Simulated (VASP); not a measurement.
Set up this calculation in VASP 6.6.1, as the native input.

```yaml
Task: single point
Functional: PBEsol
Potentials_or_basis: VASP PAW PBE potentials, release 64 (Al, Cu)
Cutoff: 520 eV
k_mesh: 10 × 10 × 10
Occupations: gaussian, width 0.15 eV
Spin: no spin polarisation
Dipole_correction: no
Further_INCAR_settings: ALGO = Fast; EDIFF = 1e-06; NBANDS = 26
```

The structure of Al2Cu lies in POSCAR:

```
Al2Cu
1.0
   -3.1463500000      3.1463500000      2.2931000000
    3.1463500000     -3.1463500000      2.2931000000
    3.1463500000      3.1463500000     -2.2931000000
Al Cu
4 2
Direct
    0.1593210787      0.6593210787      0.8186421574
    0.6593210787      0.8406789213      0.5000000000
    0.8406789213      0.3406789213      0.1813578426
    0.3406789213      0.1593210787      0.5000000000
    0.7500000000      0.7500000000      0.0000000000
    0.2500000000      0.2500000000      0.0000000000
```

The input as run:

INCAR

```
PREC = Accurate
ENCUT = 520
EDIFF = 1E-6
ISMEAR = 0
SIGMA = 0.15
LREAL = F
LASPH = T
NELM = 80
ALGO = Fast
ISIF = 2
LWAVE = F
LCHARG = F
GGA = PS
NBANDS = 26
```

KPOINTS

```
regular mesh
0
Gamma
  10 10 10
```

Potentials or basis: VASP PAW PBE potentials, release 64 (Al, Cu).

Launch:

```console
$ cat potpaw_PBE.64/Al/POTCAR potpaw_PBE.64/Cu/POTCAR > POTCAR
$ mpirun -np 1 vasp_std > vasp.out
```

Results of the run:

```json
{"Pressure": "-3.5 GPa", "Largest force": "0.182 eV/Å", "Band gap on the k mesh": "zero (bands 17 and 18 overlap by 4.85 eV)"}
```

Caveat: the cell stands under tension; the PAW data sets were made with another functional, which shifts forces and pressure a little.

Run time: 9.2 min on 1 thread of Intel Xeon 8259CL, on a shared host, peak memory 0.38 GiB.
